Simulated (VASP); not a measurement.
# Si7Sn (P-43m) in VASP: further runs, part 2 of 2

VASP 6.6.1. Earlier steps stand in the parts before.

### 3 Relaxation of cell and atoms, PBEsol

Input file INCAR:

```
SYSTEM = Si7Sn
PREC = Accurate ; ENCUT = 600
EDIFF = 1E-6 ; ISMEAR = 0
SIGMA = 0.01 ; LREAL = .False.
LASPH = .True. ; NELM = 60
ALGO = Normal ; ISIF = 3
LWAVE = .False. ; LCHARG = .False.
GGA = PS ; IBRION = 2
NSW = 100 ; EDIFFG = -0.005
```

Input file KPOINTS:

```
regular mesh
0
Gamma
  6 6 6
  0 0 0
```

Input file POSCAR:

```
Si7Sn
1.0
    5.5681856111      0.0000000000      0.0000000000
    0.0000000000      5.5681856111      0.0000000000
    0.0000000000      0.0000000000      5.5681856111
Si Sn
7 1
Direct
    0.2619187478      0.2619187478      0.2619187478
    0.0000000000      0.5000000000      0.5000000000
    0.5000000000      0.5000000000      0.0000000000
    0.5000000000      0.0000000000      0.5000000000
    0.7380812522      0.2619187478      0.7380812522
    0.7380812522      0.7380812522      0.2619187478
    0.2619187478      0.7380812522      0.7380812522
    0.0000000000      0.0000000000      0.0000000000
```

Potentials or basis: VASP PAW PBE potentials, release 64 (Si, Sn_d).

On the command line:

```
> cat potpaw_PBE.64/Si/POTCAR potpaw_PBE.64/Sn_d/POTCAR > POTCAR
> mpirun -np 1 vasp_std > vasp.out
```

OUTCAR:

```text
SYSTEM = Si7Sn
   PREC = Accurate
   ENCUT = 600
   EDIFF = 1E-6
   ISMEAR = 0
   LREAL = .False.
   LASPH = .True.
   NELM = 60
   ISIF = 3
   GGA = PS
   IBRION = 2
   NSW = 100
   EDIFFG = -0.005

 ion  position               nearest neighbor table
   1  0.262  0.262  0.262-   2 2.38   3 2.38   4 2.38   8 2.53
   2  0.000  0.500  0.500-   1 2.38   5 2.38   6 2.38   7 2.38
   3  0.500  0.500  0.000-   1 2.38   5 2.38   6 2.38   7 2.38
   4  0.500  0.000  0.500-   1 2.38   5 2.38   6 2.38   7 2.38
   5  0.738  0.262  0.738-   2 2.38   3 2.38   4 2.38   8 2.53
   6  0.738  0.738  0.262-   2 2.38   3 2.38   4 2.38   8 2.53
   7  0.262  0.738  0.738-   2 2.38   3 2.38   4 2.38   8 2.53
   8  0.000  0.000  0.000-   1 2.53   5 2.53   6 2.53   7 2.53

  LATTYP: Found a simple cubic cell.
 ALAT       =     5.5681856111

  Lattice vectors:

 A1 = (   5.5681856111,   0.0000000000,   0.0000000000)
 A2 = (   0.0000000000,   5.5681856111,   0.0000000000)
 A3 = (   0.0000000000,   0.0000000000,   5.5681856111)

Analysis of symmetry for initial positions (statically):
=====================================================================
 Subroutine PRICEL returns:
 Original cell was already a primitive cell.

 Routine SETGRP: Setting up the symmetry group for a
 simple cubic supercell.

 Subroutine GETGRP returns: Found 24 space group operations
 (whereof 24 operations were pure point group operations)
 out of a pool of 48 trial point group operations.

The static configuration has the point symmetry T_d .

Analysis of symmetry for dynamics (positions and initial velocities):
=====================================================================
 Subroutine PRICEL returns:
 Original cell was already a primitive cell.

 Routine SETGRP: Setting up the symmetry group for a
 simple cubic supercell.

 Subroutine GETGRP returns: Found 24 space group operations
 (whereof 24 operations were pure point group operations)
 out of a pool of 48 trial point group operations.

The dynamic configuration has the point symmetry T_d .

 Subroutine INISYM returns: Found 24 space group operations
[... 114 lines left out ...]
   PSTRESS=    0.0 pullay stress
   NELECT =      42.0000    total number of electrons
   NUPDOWN=      -1.0000    fix difference up-down
   EMIN   =  10.00;   EMAX   =-10.00  energy-range for DOS
   EFERMI =   0.00;   METHOD = LEGACY
   ISMEAR =     0;   SIGMA  =   0.01  broadening in eV -4-tet -1-fermi 0-gaus
   EFERMI_NEDOS =   21; number of points for ismear=-14 and -15
   IALGO  =     38    algorithm
   IMIX   =      4    mixing-type and parameters
     AMIX     =   0.40;   BMIX     =  1.00
     AMIX_MAG =   1.60;   BMIX_MAG =  1.00
  volume/ion in A,a.u.               =      21.58       145.63
  Fermi-wavevector in a.u.,A,eV,Ry     =   1.021984  1.931270 14.210631  1.044452
  Thomas-Fermi vector in A             =   2.155639
   LORBIT       =      0    0 simple, 1 ext, 2 COOP (PROOUT), +10 PAW based schemes
   GGA     = PS    functional components
   LHFCALC =     F    Hartree Fock is set to
   AEXX    =    0.0000 exact exchange contribution
   IVDW    =     0    specifies the selected vdW correction
   LEPSILON=     F    determine dielectric tensor
   LRPA    =     F    only Hartree local field effects (RPA)
 conjugate gradient relaxation of ions
 non-spin polarized calculation
 Gauss-broadening in eV      SIGMA  =   0.01
  energy-cutoff  :      600.00
  volume of cell :      172.64
 maximum number of plane-waves:      5832
 NGX is ok and might be reduce to    48
   NGX = 23   NGY = 23   NGZ = 23

--------------------------------------- Ionic step        1  -------------------------------------------

 number of electron      41.9999991 magnetization

 Free energy of the ion-electron system (eV)
  ---------------------------------------------------
  ext. energy  EPLUGINS =         0.00000000
  ---------------------------------------------------
  free energy    TOTEN  =       -43.88069044 eV

  energy without entropy =      -43.88069044  energy(sigma->0) =      -43.88069044

------------------------ aborting loop because EDIFF is reached ----------------------------------------

  FORCE on cell =-STRESS in cart. coord.  units (eV):
  Direction    XX          YY          ZZ          XY          YZ          ZX
  --------------------------------------------------------------------------------------
  -------------------------------------------------------------------------------------
  Total        0.0660400      0.0660400      0.0660400      0.0000000     -0.0000000     -0.0000000
  in kB        0.6128812      0.6128812      0.6128812      0.0000000     -0.0000000     -0.0000000
  external PRESSURE =       0.6128812 kB  Pullay stress =       0.0000000 kB
[... 239 lines left out ...]
--------------------------------------- Ionic step        7  -------------------------------------------

 number of electron      41.9999991 magnetization

 Free energy of the ion-electron system (eV)
  ---------------------------------------------------
  ext. energy  EPLUGINS =         0.00000000
  ---------------------------------------------------
  free energy    TOTEN  =       -43.88074504 eV

  energy without entropy =      -43.88074504  energy(sigma->0) =      -43.88074504

 E-fermi :   5.9248     XC(G=0):  -9.5248

 val. band max:        5.8770490274   @ k =   0.0000   0.0000   0.0000
 cond. band min:       5.9719807082   @ k =   0.0000   0.0000   0.0000
 fundamental gap:      0.0949316808
 Fermi energy:         5.9248239192

 k-point     1 :       0.0000    0.0000    0.0000
  band No.  band energies     occupation
      1     -15.0640      2.00000
      2     -15.0640      2.00000
      3     -15.0640      2.00000
      4     -15.0062      2.00000
      5     -15.0062      2.00000
      6      -5.9842      2.00000
[... 604 lines left out ...]
  FREE ENERGIE OF THE ION-ELECTRON SYSTEM (eV)
  ---------------------------------------------------
  free  energy   TOTEN  =       -43.8807450445 eV

  energy  without entropy=      -43.8807450445  energy(sigma->0) =      -43.88074504

 reached required accuracy - stopping structural energy minimisation
```

Wall time 3.8 min (1 thread of Intel Xeon Platinum 8259CL at 2.50GHz (Skylake/Cascade Lake), shared host); peak memory 0.39 GiB.

Results:

```yaml
Free_energy: -43.8807 eV
Relaxed_volume: 21.60 Å³/atom
Relaxed_cell: a = 5.570 Å, b = 5.570 Å, c = 5.570 Å, α = 90.00°, β = 90.00°, γ = 90.00°
Space_group_after_relaxing_to_0.1_Å: P-43m (No. 215)
Energy_gained_by_relaxing: 0.0 meV/atom
Ionic_steps: 7
Pressure_after_relaxing: 0.0 GPa
Band_gap_on_the_k_mesh: 0.10 eV
```

Final structure:
```
CELL_PARAMETERS angstrom
5.56965 0.00000 0.00000
0.00000 5.56965 0.00000
0.00000 0.00000 5.56965
ATOMIC_POSITIONS crystal
Si 0.26181 0.26181 0.26181
Si 0.00000 0.50000 0.50000
Si 0.50000 0.50000 0.00000
Si 0.50000 0.00000 0.50000
Si 0.73819 0.26181 0.73819
Si 0.73819 0.73819 0.26181
Si 0.26181 0.73819 0.73819
Sn 0.00000 0.00000 0.00000
```

Levels at points of the mesh, in eV from the valence-band top:
```csv
k point,band 18,band 19,band 20,band 21,band 22,band 23,band 24,band 25
"(0.00, 0.00, 0.00)",-2.83,0.00,0.00,0.00,0.10,0.56,0.56,0.56
"(0.50, 0.00, 0.00)",-2.18,-2.18,-1.61,-1.61,0.81,1.04,2.68,2.99
"(0.50, 0.50, 0.00)",-1.87,-1.46,-1.08,-1.08,1.88,1.88,2.45,2.58
"(0.50, 0.50, 0.50)",-1.44,-0.76,-0.76,-0.76,1.00,1.00,1.00,1.44
```

Caveat: semilocal functionals underestimate gaps, and a narrow one can read as zero; the PAW data sets were made with another functional, which shifts forces and pressure a little; spin-orbit coupling is left out, which moves the levels of the heavy elements. A k mesh can miss the band edges.
